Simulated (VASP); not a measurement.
Wanted: the native input for a VASP 6.6.1 run.

- Task: single point
- Functional: PBEsol
- Potentials or basis: VASP PAW PBE potentials, release 64 (Ta_pv)
- Cutoff: 520 eV
- k mesh: 17 × 17 × 15
- Occupations: fermi-dirac, width 0.08 eV
- Spin: no spin polarisation
- Dipole correction: no
- Further INCAR settings: ALGO = Normal; EDIFF = 1e-07; NBANDS = 12

The structure of Ta lies in POSCAR:

```
Ta
1.0
    2.6485485654      0.0000000000      0.0000000000
   -1.3242742827      2.2937103408      0.0000000000
    0.0000000000      0.0000000000      2.5075457522
Ta
1
Direct
    0.0000000000      0.0000000000      0.0000000000
```

These files were run (other wordings do the same):

INCAR

```
PREC = Accurate
ENCUT = 520
EDIFF = 1E-7
ISMEAR = -1
SIGMA = 0.08
LREAL = False
LASPH = True
NELM = 80
ALGO = Normal
ISIF = 2
LWAVE = False
LCHARG = False
GGA = PS
NBANDS = 12
```

KPOINTS

```
regular mesh
0
Gamma
  17 17 15
```

Potentials or basis: VASP PAW PBE potentials, release 64 (Ta_pv).

Command:

```bash
$ cat potpaw_PBE.64/Ta_pv/POTCAR > POTCAR
$ mpirun -np 1 vasp_std > vasp.out
```

It gave:

| Property | Result |
| --- | --- |
| Pressure | 59.8 GPa |

Caveat: the PAW data sets were made with another functional, which shifts forces and pressure a little.

It took 16 s on 1 thread of Intel(R) Xeon(R) 6975P-C (Granite Rapids), with other jobs on the host, peak memory 0.15 GiB.
